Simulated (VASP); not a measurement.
A run of VASP 6.6.1 is set up as follows.

File INCAR:

```
SYSTEM = Ti6C
  PREC = Accurate
  ENCUT = 520
  EDIFF = 1E-6
  ISMEAR = 0
  SIGMA = 0.1
  LREAL = .FALSE.
  LASPH = .TRUE.
  NELM = 100
  ALGO = Normal
  ISIF = 2
  LWAVE = .FALSE.
  LCHARG = .FALSE.
  LDIPOL = .TRUE.
  IDIPOL = 3
  DIPOL = 0.5 0.5 0.332
  GGA = PE
  NBANDS = 47
```

Contents of KPOINTS:

```
regular mesh
0
G
  6 6 1
  0 0 0
```

File POSCAR:

```
Ti6C
1.0
    4.6037402166      0.0000000000      0.0000000000
   -2.3018701083      3.9869559800      0.0000000000
    0.0000000000      0.0000000000     19.9968207969
Ti C
6 1
Direct
    0.6666666667      0.3333333333      0.2000317971
    0.3333333333      0.6666666667      0.2470259940
    0.0000000000      0.0000000000      0.2940201911
    0.6666666667      0.3333333333      0.3353091166
    0.3333333333      0.6666666667      0.3717707096
    0.0000000000      0.0000000000      0.4249085834
    0.1111111111      0.4444444444      0.4498455980
```

Potentials or basis: VASP PAW PBE potentials, release 64 (Ti_sv, C).

Launch:

```sh
$ cat potpaw_PBE.64/Ti_sv/POTCAR potpaw_PBE.64/C/POTCAR > POTCAR
$ mpirun -np 1 vasp_std > vasp.out
```

Problem. What does it give for the band gap on the k mesh?

Solution. Zero (bands 38 and 39 overlap by 0.18 eV).

Problem. Estimate the largest force.

Solution. 1.535 eV/Å.

Forces on the atoms (eV/Å):
```
Ti   0.019  0.000  0.155
Ti  -0.049  0.010  0.410
Ti  -0.021 -0.140 -1.307
Ti   0.505 -0.006 -0.121
Ti  -0.065  0.333 -0.593
Ti   0.280 -0.493  1.426
C   -0.668  0.297  0.030
```
